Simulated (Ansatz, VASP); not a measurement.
TiAl in VASP and in Ansatz

```
CELL_PARAMETERS angstrom
2.76755 0.00000 0.00000
0.00000 2.76755 0.00000
0.00000 0.00000 3.99329
ATOMIC_POSITIONS crystal
Ti 0.50000 0.50000 0.50000
Al 0.00000 0.00000 0.00000
```

Alike in both runs: task relaxation of cell and atoms; functional LDA; k mesh 12 × 12 × 10; occupations fermi-dirac, width 0.15 eV; no spin polarisation.

```csv
,VASP,Ansatz
version,VASP 6.6.1,Ansatz 0.2.0
potentials or method,"VASP PAW LDA potentials, release 64 (Ti_sv, Al), cutoff 600 eV","scalar-relativistic, plane waves, PAW"
valence electrons in the cell,15,15
```

VASP gave:

- gap on the k mesh at the Fermi level, each at its own relaxed structure (eV): none
- relaxed volume (Å³/atom): 15.35
- relaxed cell length with the largest relative difference (Å): 4.001

**Question.** Estimate Ansatz's values.

**Answer.** gap on the k mesh at the Fermi level, each at its own relaxed structure (eV): none; relaxed volume (Å³/atom): 15.33; relaxed cell length with the largest relative difference (Å): 3.998.

Ansatz warns that its potentials were made for another functional, while VASP's fit it. LDA's correlation is that of Perdew and Zunger in VASP and of Perdew and Wang (1992) in Ansatz. A gap of «none» marks a metal or a gap that the smearing closes.
